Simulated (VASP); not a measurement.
Write the native input for VASP 6.6.1 that does the following.

| Item | Value |
| --- | --- |
| Task | single point |
| Functional | PBE |
| Potentials or basis | VASP PAW PBE potentials, release 64 (Be, Se) |
| Cutoff | 520 eV |
| k mesh | 4 × 4 × 4 |
| Occupations | gaussian, width 0.1 eV |
| Spin | no spin polarisation |
| Dipole correction | no |
| Further INCAR settings | ALGO = Normal; EDIFF = 1e-07; NBANDS = 25 |

The structure of BeSe5 lies in POSCAR:

```
BeSe5
1.0
    0.0000000000      4.2649855100      4.2649855100
    4.2649855100      0.0000000000      4.2649855100
    4.2649855100      4.2649855100      0.0000000000
Be Se
1 5
Direct
    0.0000000000      0.0000000000      0.0000000000
    0.2500000000      0.2500000000      0.2500000000
    0.1261565700      0.6246144800      0.6246144800
    0.6246144800      0.6246144800      0.6246144800
    0.6246144800      0.6246144800      0.1261565700
    0.6246144800      0.1261565700      0.6246144800
```

These files were run (other wordings do the same):

INCAR

```
SYSTEM = BeSe5
PREC = Accurate
ENCUT = 520
EDIFF = 1E-7
ISMEAR = 0
SIGMA = 0.1
LREAL = .FALSE.
LASPH = .TRUE.
NELM = 60
ALGO = Normal
ISIF = 2
LWAVE = .FALSE.
LCHARG = .FALSE.
GGA = PE
NBANDS = 25
```

KPOINTS

```
Automatic mesh
0
G
  4 4 4
  0 0 0
```

Potentials or basis: VASP PAW PBE potentials, release 64 (Be, Se).

The run is started by

```bash
$ cat potpaw_PBE.64/Be/POTCAR potpaw_PBE.64/Se/POTCAR > POTCAR
$ mpirun -np 1 vasp_std > vasp.out
```

It gave:

```json
{"Pressure": "-6.6 GPa", "Band gap on the k mesh": "zero (band 16 reaches 3.61 eV, above the bottom of band 17 at 2.63 eV)"}
```

Wall time 31 s on 1 thread of AMD EPYC 9R45 96-Core Processor (Zen 5), with other jobs on the host, peak memory 0.26 GiB.
